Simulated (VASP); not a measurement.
A run of VASP 6.6.1 is set up as follows.

File POSCAR:

```
Ta2N
1.0
    3.1128615100      0.0000000000      0.0000000000
   -1.5564307500      2.6958171400      0.0000000000
    0.0000000000      0.0000000000      4.8698410000
Ta N
2 1
Direct
    0.6666666700      0.3333333300      0.7452890000
    0.3333333300      0.6666666700      0.2547110000
    0.0000000000      0.0000000000      0.0000000000
```

INCAR.step1

```
PREC = Accurate
ENCUT = 520
ISMEAR = 0
SIGMA = 0.1
LREAL = F
LASPH = T
NELM = 60
NBANDS = 20
GGA = PE
ALGO = Normal
EDIFF = 1E-4
LWAVE = T
LCHARG = F
```

File INCAR.step2:

```
PREC = Accurate
ENCUT = 520
EDIFF = 1E-6
ISMEAR = 0
SIGMA = 0.1
LREAL = F
LASPH = T
NELM = 60
ALGO = Normal
ISIF = 2
LWAVE = F
LCHARG = F
METAGGA = R2SCAN
LMIXTAU = T
NBANDS = 20
ISTART = 1
```

KPOINTS

```
regular mesh
0
Gamma
  6 6 4
```

Potentials or basis: VASP PAW PBE potentials, release 64 (Ta_pv, N).

The run is started by

```sh
$ cat potpaw_PBE.64/Ta_pv/POTCAR potpaw_PBE.64/N/POTCAR > POTCAR
$ cp INCAR.step1 INCAR
$ mpirun -np 1 vasp_std > vasp.out
$ cp INCAR.step2 INCAR
$ mpirun -np 1 vasp_std > vasp.out
```

(1) Estimate the largest force.

(2) Predict the pressure.

## Answers

(1) 0.132 eV/Å.

(2) -4.2 GPa.

Caveat: the k points lie up to 0.39 Å⁻¹ apart; the PAW data sets were made with another functional, which shifts forces and pressure a little.
